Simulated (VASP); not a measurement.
The system is CoO.

```
Co O
1.0
     1.60222    0.92504    2.56647
    -1.60222    0.92504    2.56647
     0.00000   -1.85008    2.56647
Co O
1 1
Direct
  0.99898 0.99898 0.99898
  0.75102 0.75102 0.75102
```

Base run:

| Property | Result |
| --- | --- |
| Program | VASP 6.6.1 |
| Functional | PBE |
| Potentials or basis | VASP PAW PBE potentials, release 64 (Co_sv, O) |
| Cutoff | 600 eV |
| k mesh | 9 × 9 × 9 |
| Occupations | fermi-dirac, width 0.05 eV |
| Spin | collinear spin, ferromagnetic start |
| Starting moments | [4.0, 0.0] μB |
| Fixed moment | 4 μB |

Its results: pressure 13.2 GPa; site moments Co +2.88; O +0.60 μB; largest force 0.347 eV/Å.

Q: The run is repeated on the same cell with these changes: fixed moment from 4 μB to 1.5 μB; moments at the start from [4.0, 0.0] to [1.5, 0.0]. What comes out?

A: Pressure -12.5 GPa; site moments Co +1.37; O +0.09 μB; largest force 0.225 eV/Å.

Caveats: the total moment is fixed, so each spin has its own Fermi level; a cell with one magnetic atom can't hold antiferromagnetic order, which such compounds often take; the cell stands under pressure (at least some runs); the cell stands under tension (at least some runs).
